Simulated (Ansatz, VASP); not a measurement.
## Two plane-wave programs on SnO

File INCAR:

```
SYSTEM = SnO
ALGO     = Normal         ! electronic algorithm
EDIFF    = 1E-7           ! SCF threshold, eV
ENCUT    = 520            ! plane-wave cutoff, eV
GGA      = PS             ! functional
ISIF     = 2              ! what is computed and relaxed
ISMEAR   = -1             ! smearing method
LASPH    = .True.         ! aspherical terms in the spheres
LCHARG   = .False.        ! write CHGCAR
LREAL    = .False.        ! projectors in reciprocal space
LWAVE    = .False.        ! write WAVECAR
NBANDS   = 28             ! bands
NELM     = 100            ! most SCF steps
PREC     = Accurate       ! precision mode
SIGMA    = 0.02           ! smearing width, eV
```

KPOINTS

```
k-points
0
Gamma
  6 4 6
  0 0 0
```

The input POSCAR:

```
SnO
1.0
    3.2865162927      0.0000000000      0.0000000000
    0.0000000000      5.5582734578      0.0000000000
    0.0000000000      0.0000000000      4.1357831634
Sn O
2 2
Direct
    0.0000000000      0.2319090000      0.5131440000
    0.5000000000      0.7680910000      0.0131440000
    0.0000000000      0.8912500000      0.7368570000
    0.5000000000      0.1087500000      0.2368570000
```

Input for Ansatz:

```yaml
crystal:
  lattice:
    - [3.2865162926712523, 0.0, 0.0]
    - [0.0, 5.5582734578074025, 0.0]
    - [0.0, 0.0, 4.135783163413839]
  atoms:
    - { symbol: Sn, position: [0.0, 0.231909, 0.513144] }
    - { symbol: Sn, position: [0.5, 0.768091, 0.013144] }
    - { symbol: O, position: [0.0, 0.89125, 0.736857] }
    - { symbol: O, position: [0.5, 0.10875, 0.236857] }
basis:
  ecutwfc: 517.016338673772
kpoints:
  mp_grid:
    grid: [6, 4, 6]
hamiltonian:
  xc: pbesol
scf:
  occupations:
    method: fermi_dirac
    width: 0.02
output:
  stress: true
```

Alike in both runs: task single point; functional PBEsol; k mesh 6 × 4 × 6; occupations fermi-dirac, width 0.02 eV; no spin polarisation.

```csv
,VASP,Ansatz
version,VASP 6.6.1,Ansatz 0.2.0
potentials or method,"VASP PAW PBE potentials, release 64 (Sn_d, O), cutoff 520 eV","plane waves, PAW"
valence electrons in the cell,40,40
```

|  | VASP | Ansatz | Ansatz less VASP |
| --- | --- | --- | --- |
| pressure (GPa) | 2.1 | 1.9 | -0.26 |
| traceless stress, the component that is largest in VASP (GPa) | -0.60 | -0.53 | +0.076 |

VASP's potentials were made for PBE, not for PBEsol.
